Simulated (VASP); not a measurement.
Crystal: Al2P3.

```
Al P
1.0
     7.44525    0.00000    0.00000
     0.00000    7.44525    0.00000
     0.00000    0.00000    3.74036
Al P
4 6
Direct
  0.88000 0.38000 0.00000
  0.62000 0.88000 0.00000
  0.12000 0.62000 0.00000
  0.38000 0.12000 0.00000
  0.50000 0.50000 0.00000
  0.00000 0.00000 0.00000
  0.68000 0.18000 0.50000
  0.82000 0.68000 0.50000
  0.32000 0.82000 0.50000
  0.18000 0.32000 0.50000
```

```yaml
Program: VASP 6.6.1
Task: relaxation of cell and atoms
Functional: PBE
Potentials_or_basis: VASP PAW PBE potentials, release 64 (Al, P)
Cutoff: 600 eV
k_mesh: 4 × 4 × 4
Occupations: gaussian, width 0.1 eV
Spin: no spin polarisation
```

At the start: pressure -13.3 GPa; volume 20.73 Å³/atom.

Task: How do energy, volume and symmetry change on relaxing?

Result: Over 49 steps the energy falls by 448.1 meV/atom and the volume is 15.19 Å³/atom (-26.8 %); space group P4/mbm (No. 127, to 0.05 Å).

Step by step:
| step | energy change (eV) | largest force (eV/Å) | pressure (GPa) | volume (Å³) |
| --- | --- | --- | --- | --- |
| 1 | 0.0000 | 1.5676 | -13.26 | 207.33 |
| 3 | -3.0339 | 1.3250 | 1.57 | 156.17 |
| 5 | -3.3020 | 0.4840 | 1.40 | 157.01 |
| 7 | -3.3572 | 0.2437 | -1.29 | 161.33 |
| 9 | -3.4015 | 0.1255 | 0.28 | 157.56 |
| 11 | -3.5044 | 0.0915 | 0.85 | 155.06 |
| 13 | -3.5092 | 0.1689 | 2.15 | 153.16 |
| 15 | -3.6427 | 0.2018 | -0.94 | 157.84 |
| 17 | -3.6688 | 0.1831 | -1.72 | 159.30 |
| 19 | -3.6968 | 0.2150 | -2.74 | 161.26 |
| 21 | -3.7151 | 0.2761 | -2.98 | 161.67 |
| 23 | -3.7762 | 0.3199 | -1.40 | 158.43 |
| 25 | -3.8049 | 0.3496 | 0.85 | 154.44 |
| 27 | -3.8569 | 0.2913 | 0.58 | 154.29 |
| 29 | -4.0649 | 0.8870 | 0.87 | 153.41 |
| 31 | -4.0678 | 0.7179 | 0.67 | 153.52 |
| 33 | -4.0868 | 0.7970 | 0.69 | 153.52 |
| 35 | -4.1148 | 0.9650 | 0.73 | 153.53 |
| 37 | -4.2256 | 0.8343 | 0.21 | 153.82 |
| 39 | -4.4221 | 0.3647 | -1.39 | 154.84 |
| 41 | -4.4671 | 0.1905 | -0.19 | 152.60 |
| 43 | -4.4719 | 0.1140 | 0.37 | 151.68 |
| 45 | -4.4734 | 0.0885 | 0.23 | 151.87 |
| 47 | -4.4765 | 0.0790 | -0.20 | 152.46 |
| 49 | -4.4809 | 0.0169 | 0.11 | 151.86 |

Final structure:
```
Al P
1.0
     7.27959    0.00000    0.00000
     0.00000    7.27959    0.00000
     0.00000    0.00000    2.86574
Al P
4 6
Direct
  0.84605 0.34605 0.00000
  0.65395 0.84605 0.00000
  0.15395 0.65395 0.00000
  0.34605 0.15395 0.00000
  0.50000 0.50000 0.00000
  0.00000 0.00000 0.00000
  0.64686 0.14686 0.50000
  0.85314 0.64686 0.50000
  0.35314 0.85314 0.50000
  0.14686 0.35314 0.50000
```

Caveat: the k points lie up to 0.55 Å⁻¹ apart in the final cell; the volume moved by over 15 % at a fixed basis, so the end points are rough.
